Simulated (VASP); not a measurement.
# NaGeCl3 (Pm-3m) in VASP: a series of runs, part 2 of 2

VASP 6.6.1. Earlier steps stand in the parts before.

### Step 4. Single point, r2SCAN

This run uses another cell than the first one, of 27.97 Å³/atom.

The input, POSCAR:

```
NaGeCl3
1.0
    5.1908704749      0.0000000000      0.0000000000
    0.0000000000      5.1908704749      0.0000000000
    0.0000000000      0.0000000000      5.1908704749
Na Ge Cl
1 1 3
Direct
    0.0000000000      0.0000000000      0.0000000000
    0.5000000000      0.5000000000      0.5000000000
    0.5000000000      0.5000000000      0.0000000000
    0.5000000000      0.0000000000      0.5000000000
    0.0000000000      0.5000000000      0.5000000000
```

The input, INCAR.step1:

```
PREC     = Accurate       # precision mode
ENCUT    = 520            # plane-wave cutoff, eV
ISMEAR   = 0              # smearing method
SIGMA    = 0.01           # smearing width, eV
LREAL    = False          # projectors in reciprocal space
LASPH    = True           # aspherical terms in the spheres
NELM     = 80             # most SCF steps
NBANDS   = 29             # bands
GGA      = PE             # functional
ALGO     = Normal         # electronic algorithm
EDIFF    = 1E-4           # SCF threshold, eV
LWAVE    = True           # write WAVECAR
LCHARG   = False          # write CHGCAR
```

The input, INCAR.step2:

```
PREC     = Accurate       # precision mode
ENCUT    = 520            # plane-wave cutoff, eV
EDIFF    = 1E-6           # SCF threshold, eV
ISMEAR   = 0              # smearing method
SIGMA    = 0.01           # smearing width, eV
LREAL    = False          # projectors in reciprocal space
LASPH    = True           # aspherical terms in the spheres
NELM     = 80             # most SCF steps
ALGO     = Normal         # electronic algorithm
ISIF     = 2              # what is computed and relaxed
LWAVE    = False          # write WAVECAR
LCHARG   = True           # write CHGCAR
METAGGA  = R2SCAN         # meta-GGA
LMIXTAU  = True         
LELF     = True           # ELF
LVHAR    = True         
NBANDS   = 29             # bands
ISTART   = 1
```

The input, KPOINTS:

```
Automatic mesh
0
Gamma
  4 4 4
```

Potentials or basis: VASP PAW PBE potentials, release 64 (Na_pv, Ge_d, Cl).

Run with:

```sh
$ cat potpaw_PBE.64/Na_pv/POTCAR potpaw_PBE.64/Ge_d/POTCAR potpaw_PBE.64/Cl/POTCAR > POTCAR
$ cp INCAR.step1 INCAR
$ mpirun -np 1 vasp_std > vasp.out
$ cp INCAR.step2 INCAR
$ mpirun -np 1 vasp_std > vasp.out
```

OUTCAR:

```text
PREC = Accurate
   ENCUT = 520
   EDIFF = 1E-6
   ISMEAR = 0
   LREAL = False
   LASPH = True
   NELM = 80
   ISIF = 2
   METAGGA = R2SCAN
   ISTART = 1

 ion  position               nearest neighbor table
   1  0.000  0.000  0.000-
   2  0.500  0.500  0.500-   3 2.60   4 2.60   5 2.60   3 2.60   4 2.60   5 2.60
   3  0.500  0.500  0.000-   2 2.60   2 2.60
   4  0.500  0.000  0.500-   2 2.60   2 2.60
   5  0.000  0.500  0.500-   2 2.60   2 2.60

  LATTYP: Found a simple cubic cell.
 ALAT       =     5.1908704749

  Lattice vectors:

 A1 = (   5.1908704749,   0.0000000000,   0.0000000000)
 A2 = (   0.0000000000,   5.1908704749,   0.0000000000)
 A3 = (   0.0000000000,   0.0000000000,   5.1908704749)

Analysis of symmetry for initial positions (statically):
=====================================================================
 Subroutine PRICEL returns:
 Original cell was already a primitive cell.

 Routine SETGRP: Setting up the symmetry group for a
 simple cubic supercell.

[... 156 lines left out ...]
  energy without entropy =      -41.44167654  energy(sigma->0) =      -41.44167654

 E-fermi :   2.5156     XC(G=0):  -8.2101

 val. band max:        2.3974670101   @ k =   0.5000   0.5000   0.5000
 cond. band min:       3.1783157376   @ k =   0.5000   0.5000   0.5000
 fundamental gap:      0.7808487275
 Fermi energy:         2.5155644340

 k-point     1 :       0.0000    0.0000    0.0000
  band No.  band energies     occupation
      1     -24.3504      2.00000
      2     -24.3504      2.00000
      3     -24.3504      2.00000
      4     -24.0836      2.00000
      5     -24.0836      2.00000
      6     -24.0590      2.00000
[... 309 lines left out ...]
     28       9.2087      0.00000
     29       9.9069      0.00000

------------------------ aborting loop because EDIFF is reached ----------------------------------------

  FORCE on cell =-STRESS in cart. coord.  units (eV):
  Direction    XX          YY          ZZ          XY          YZ          ZX
  --------------------------------------------------------------------------------------
  -------------------------------------------------------------------------------------
  Total       -0.0895747     -0.0895747     -0.0895747     -0.0000000     -0.0000000      0.0000000
  in kB       -1.0260662     -1.0260662     -1.0260662     -0.0000000     -0.0000000      0.0000000
  external PRESSURE =      -1.0260662 kB  Pullay stress =       0.0000000 kB

 VOLUME and BASIS-vectors are now :
 -----------------------------------------------------------------------------
  energy-cutoff  :      520.00
  volume of cell :      139.87
      direct lattice vectors                 reciprocal lattice vectors
     5.190870475  0.000000000  0.000000000     0.192645916  0.000000000  0.000000000
     0.000000000  5.190870475  0.000000000     0.000000000  0.192645916  0.000000000
     0.000000000  0.000000000  5.190870475     0.000000000  0.000000000  0.192645916

 POSITION                                       TOTAL-FORCE (eV/Angst)
 -----------------------------------------------------------------------------------
      0.00000      0.00000      0.00000         0.000000      0.000000      0.000000
      2.59544      2.59544      2.59544         0.000000      0.000000      0.000000
      2.59544      2.59544      0.00000         0.000000      0.000000      0.000000
      2.59544      0.00000      2.59544         0.000000      0.000000      0.000000
      0.00000      2.59544      2.59544         0.000000      0.000000      0.000000
 -----------------------------------------------------------------------------------
    total drift:                               -0.000000      0.000000     -0.000000

  FREE ENERGIE OF THE ION-ELECTRON SYSTEM (eV)
  ---------------------------------------------------
  free  energy   TOTEN  =       -41.4416765351 eV

  energy  without entropy=      -41.4416765351  energy(sigma->0) =      -41.44167654
```

OSZICAR.step1:

```text
N       E                     dE             d eps       ncg     rms          rms(c)
DAV:   1     0.412338385443E+03    0.41234E+03   -0.19945E+04   729   0.206E+03
DAV:   2     0.443844165607E+02   -0.36795E+03   -0.35179E+03   673   0.610E+02
DAV:   3    -0.142966638464E+02   -0.58681E+02   -0.57900E+02   681   0.157E+02
DAV:   4    -0.173022565768E+02   -0.30056E+01   -0.29961E+01   690   0.440E+01
DAV:   5    -0.173842074630E+02   -0.81951E-01   -0.81926E-01   732   0.673E+00    0.663E+00
DAV:   6    -0.166958745833E+02    0.68833E+00   -0.11357E+00   765   0.633E+00    0.395E+00
DAV:   7    -0.166341270857E+02    0.61747E-01   -0.29633E-01   774   0.267E+00    0.200E+00
DAV:   8    -0.166301509867E+02    0.39761E-02   -0.40900E-02   649   0.182E+00    0.425E-01
DAV:   9    -0.166292040472E+02    0.94694E-03   -0.33577E-03   848   0.611E-01    0.154E-01
DAV:  10    -0.166292248565E+02   -0.20809E-04   -0.22176E-03   638   0.409E-01    0.262E-02
DAV:  11    -0.166292227491E+02    0.21075E-05   -0.11919E-04   563   0.135E-01
   1 F= -.16629223E+02 E0= -.16629223E+02  d E =-.406290E-62
```

Run time: 57 s. Hardware: 1 thread of Intel Xeon 6975P-C (Granite Rapids), shared host; peak memory 0.27 GiB.

What came out:

| Property | Result |
| --- | --- |
| Free energy | -41.4417 eV |
| Pressure | -0.1 GPa |
| Band gap on the k mesh | 0.78 eV |

Levels at points of the mesh, in eV from the valence-band top:
| k point | band 19 | band 20 | band 21 | band 22 | band 23 | band 24 |
| --- | --- | --- | --- | --- | --- | --- |
| (0.00, 0.00, 0.00) | -3.80 | -3.80 | -3.80 | 1.56 | 5.58 | 5.58 |
| (0.50, 0.00, 0.00) | -3.82 | -3.82 | -2.52 | 1.77 | 3.31 | 3.94 |
| (0.50, 0.50, 0.00) | -4.18 | -3.26 | -1.22 | 1.33 | 1.33 | 3.71 |
| (0.50, 0.50, 0.50) | -3.25 | -3.25 | 0.00 | 0.78 | 0.78 | 0.78 |

Caveat: the PAW data sets were made with another functional, which shifts forces and pressure a little. A k mesh can miss the band edges.

### Step 5. Single point, r2SCAN (28.81 Å³/atom)

This run uses another cell than the first one, of 28.81 Å³/atom.

POSCAR: that of step 4 with these lines changed.

```diff
@@ -2,5 +2,5 @@
 1.0
-    5.1908704749      0.0000000000      0.0000000000
-    0.0000000000      5.1908704749      0.0000000000
-    0.0000000000      0.0000000000      5.1908704749
+    5.2422685748      0.0000000000      0.0000000000
+    0.0000000000      5.2422685748      0.0000000000
+    0.0000000000      0.0000000000      5.2422685748
 Na Ge Cl
```

The input, INCAR.step1:

```
SYSTEM = NaGeCl3
  ALGO = Normal
  EDIFF = 1E-4
  ENCUT = 520
  GGA = PE
  ISMEAR = 0
  LASPH = .True.
  LCHARG = .False.
  LREAL = .False.
  LWAVE = .True.
  NBANDS = 29
  NELM = 80
  PREC = Accurate
  SIGMA = 0.01
```

The input, INCAR.step2:

```
SYSTEM = NaGeCl3
  ALGO = Normal
  EDIFF = 1E-6
  ENCUT = 520
  ISIF = 2
  ISMEAR = 0
  ISTART = 1
  LASPH = .True.
  LCHARG = .False.
  LMIXTAU = .True.
  LREAL = .False.
  LWAVE = .False.
  METAGGA = R2SCAN
  NBANDS = 29
  NELM = 80
  PREC = Accurate
  SIGMA = 0.01
```

The input, KPOINTS:

```
k-points
0
Gamma
  4 4 4
  0 0 0
```

Potentials or basis: VASP PAW PBE potentials, release 64 (Na_pv, Ge_d, Cl).

Run with:

```sh
$ cat potpaw_PBE.64/Na_pv/POTCAR potpaw_PBE.64/Ge_d/POTCAR potpaw_PBE.64/Cl/POTCAR > POTCAR
$ cp INCAR.step1 INCAR
$ mpirun -np 1 vasp_std > vasp.out
$ cp INCAR.step2 INCAR
$ mpirun -np 1 vasp_std > vasp.out
```

OUTCAR:

```text
SYSTEM = NaGeCl3
   EDIFF = 1E-6
   ENCUT = 520
   ISIF = 2
   ISMEAR = 0
   ISTART = 1
   LASPH = .True.
   LREAL = .False.
   METAGGA = R2SCAN
   NELM = 80
   PREC = Accurate

 ion  position               nearest neighbor table
   1  0.000  0.000  0.000-
   2  0.500  0.500  0.500-   3 2.62   4 2.62   5 2.62   3 2.62   4 2.62   5 2.62
   3  0.500  0.500  0.000-   2 2.62   2 2.62
   4  0.500  0.000  0.500-   2 2.62   2 2.62
   5  0.000  0.500  0.500-   2 2.62   2 2.62

  LATTYP: Found a simple cubic cell.
 ALAT       =     5.2422685748

  Lattice vectors:

 A1 = (   5.2422685748,   0.0000000000,   0.0000000000)
 A2 = (   0.0000000000,   5.2422685748,   0.0000000000)
 A3 = (   0.0000000000,   0.0000000000,   5.2422685748)

Analysis of symmetry for initial positions (statically):
=====================================================================
 Subroutine PRICEL returns:
 Original cell was already a primitive cell.

 Routine SETGRP: Setting up the symmetry group for a
 simple cubic supercell.

 Subroutine GETGRP returns: Found 48 space group operations
 (whereof 48 operations were pure point group operations)
 out of a pool of 48 trial point group operations.

The static configuration has the point symmetry O_h .

Analysis of symmetry for dynamics (positions and initial velocities):
=====================================================================
 Subroutine PRICEL returns:
 Original cell was already a primitive cell.

 Routine SETGRP: Setting up the symmetry group for a
 simple cubic supercell.

 Subroutine GETGRP returns: Found 48 space group operations
 (whereof 48 operations were pure point group operations)
 out of a pool of 48 trial point group operations.

The dynamic configuration has the point symmetry O_h .

 Subroutine INISYM returns: Found 48 space group operations
 (whereof 48 operations are pure point group operations),
 and found     1 'primitive' translations

[... 106 lines left out ...]
  volume/ion in A,a.u.               =      28.81       194.44
  Fermi-wavevector in a.u.,A,eV,Ry     =   1.085522  2.051339 16.032536  1.178358
  Thomas-Fermi vector in A             =   2.221638
   LORBIT       =      0    0 simple, 1 ext, 2 COOP (PROOUT), +10 PAW based schemes
   METAGGA = R2SCAN    functional components
   LHFCALC =     F    Hartree Fock is set to
   AEXX    =    0.0000 exact exchange contribution
   IVDW    =     0    specifies the selected vdW correction
   LEPSILON=     F    determine dielectric tensor
   LRPA    =     F    only Hartree local field effects (RPA)
 non-spin polarized calculation
 Gauss-broadening in eV      SIGMA  =   0.01
  energy-cutoff  :      520.00
  volume of cell :      144.06
 maximum number of plane-waves:      3912
 NGX is ok and might be reduce to    40
   NGX = 19   NGY = 19   NGZ = 19

 number of electron      42.0000025 magnetization

 Free energy of the ion-electron system (eV)
  ---------------------------------------------------
  ext. energy  EPLUGINS =         0.00000000
  ---------------------------------------------------
  free energy    TOTEN  =       -41.43000729 eV

  energy without entropy =      -41.43000729  energy(sigma->0) =      -41.43000729

 E-fermi :   2.0065     XC(G=0):  -8.0768

 val. band max:        1.9627778501   @ k =   0.5000   0.5000   0.5000
 cond. band min:       2.9168946264   @ k =   0.5000   0.5000   0.5000
 fundamental gap:      0.9541167763
 Fermi energy:         2.0064678682

 k-point     1 :       0.0000    0.0000    0.0000
  band No.  band energies     occupation
      1     -24.5766      2.00000
      2     -24.5766      2.00000
      3     -24.5766      2.00000
      4     -24.3742      2.00000
      5     -24.3742      2.00000
      6     -24.3535      2.00000
[... 309 lines left out ...]
     28       8.8934      0.00000
     29       9.6670      0.00000

------------------------ aborting loop because EDIFF is reached ----------------------------------------

  FORCE on cell =-STRESS in cart. coord.  units (eV):
  Direction    XX          YY          ZZ          XY          YZ          ZX
  --------------------------------------------------------------------------------------
  -------------------------------------------------------------------------------------
  Total       -0.8093316     -0.8093316     -0.8093316      0.0000000      0.0000000     -0.0000000
  in kB       -9.0007625     -9.0007625     -9.0007625      0.0000000      0.0000000     -0.0000000
  external PRESSURE =      -9.0007625 kB  Pullay stress =       0.0000000 kB

 VOLUME and BASIS-vectors are now :
 -----------------------------------------------------------------------------
  energy-cutoff  :      520.00
  volume of cell :      144.06
      direct lattice vectors                 reciprocal lattice vectors
     5.242268575  0.000000000  0.000000000     0.190757109  0.000000000  0.000000000
     0.000000000  5.242268575  0.000000000     0.000000000  0.190757109  0.000000000
     0.000000000  0.000000000  5.242268575     0.000000000  0.000000000  0.190757109

 POSITION                                       TOTAL-FORCE (eV/Angst)
 -----------------------------------------------------------------------------------
      0.00000      0.00000      0.00000         0.000000      0.000000      0.000000
      2.62113      2.62113      2.62113         0.000000      0.000000      0.000000
      2.62113      2.62113      0.00000         0.000000      0.000000      0.000000
      2.62113      0.00000      2.62113         0.000000      0.000000      0.000000
      0.00000      2.62113      2.62113         0.000000      0.000000      0.000000
 -----------------------------------------------------------------------------------
    total drift:                               -0.000000      0.000000     -0.000000

  FREE ENERGIE OF THE ION-ELECTRON SYSTEM (eV)
  ---------------------------------------------------
  free  energy   TOTEN  =       -41.4300072931 eV

  energy  without entropy=      -41.4300072931  energy(sigma->0) =      -41.43000729
```

OSZICAR.step1:

```text
N       E                     dE             d eps       ncg     rms          rms(c)
DAV:   1     0.406822363421E+03    0.40682E+03   -0.19713E+04   754   0.207E+03
DAV:   2     0.450092658803E+02   -0.36181E+03   -0.34639E+03   665   0.594E+02
DAV:   3    -0.144090592792E+02   -0.59418E+02   -0.58463E+02   694   0.157E+02
DAV:   4    -0.173666896663E+02   -0.29576E+01   -0.29476E+01   703   0.434E+01
DAV:   5    -0.174494367328E+02   -0.82747E-01   -0.82730E-01   751   0.667E+00    0.627E+00
DAV:   6    -0.167097293521E+02    0.73971E+00   -0.12081E+00   783   0.646E+00    0.374E+00
DAV:   7    -0.166444694832E+02    0.65260E-01   -0.29525E-01   748   0.258E+00    0.198E+00
DAV:   8    -0.166401663677E+02    0.43031E-02   -0.43971E-02   638   0.189E+00    0.443E-01
DAV:   9    -0.166391422087E+02    0.10242E-02   -0.33734E-03   864   0.696E-01    0.176E-01
DAV:  10    -0.166391852502E+02   -0.43041E-04   -0.26592E-03   630   0.382E-01    0.403E-02
DAV:  11    -0.166391672205E+02    0.18030E-04   -0.15279E-04   529   0.164E-01
   1 F= -.16639167E+02 E0= -.16639167E+02  d E =-.150753E-95
```

Run time: 52 s. Hardware: 1 thread of Intel Xeon 6975P-C (Granite Rapids), shared host; peak memory 0.27 GiB.

What came out:

| Quantity | Value |
| --- | --- |
| Free energy | -41.4300 eV |
| Pressure | -0.9 GPa |
| Band gap on the k mesh | 0.95 eV |

Caveat: the PAW data sets were made with another functional, which shifts forces and pressure a little. A k mesh can miss the band edges.

### Step 6. Summary

| cell | gap on the mesh (eV) | pressure (GPa) |
| --- | --- | --- |
| a = 5.085 Å, 5 atoms | 0.38 | 1.9 |
| a = 5.138 Å, 5 atoms | 0.59 | 0.8 |
| a = 5.191 Å, 5 atoms | 0.78 | -0.1 |
| a = 5.242 Å, 5 atoms | 0.95 | -0.9 |

Alike in all rows: task single point; level r2SCAN; potentials or basis VASP PAW PBE potentials, release 64 (Na_pv, Ge_d, Cl); no spin polarisation; k mesh 4 × 4 × 4; cutoff (eV) 520; smearing gaussian 0.01 eV.

Caveats: the PAW data sets were made with another functional, which shifts forces and pressure a little.

Total energies depend on the potentials used, so only differences within one code and one set of settings carry meaning.
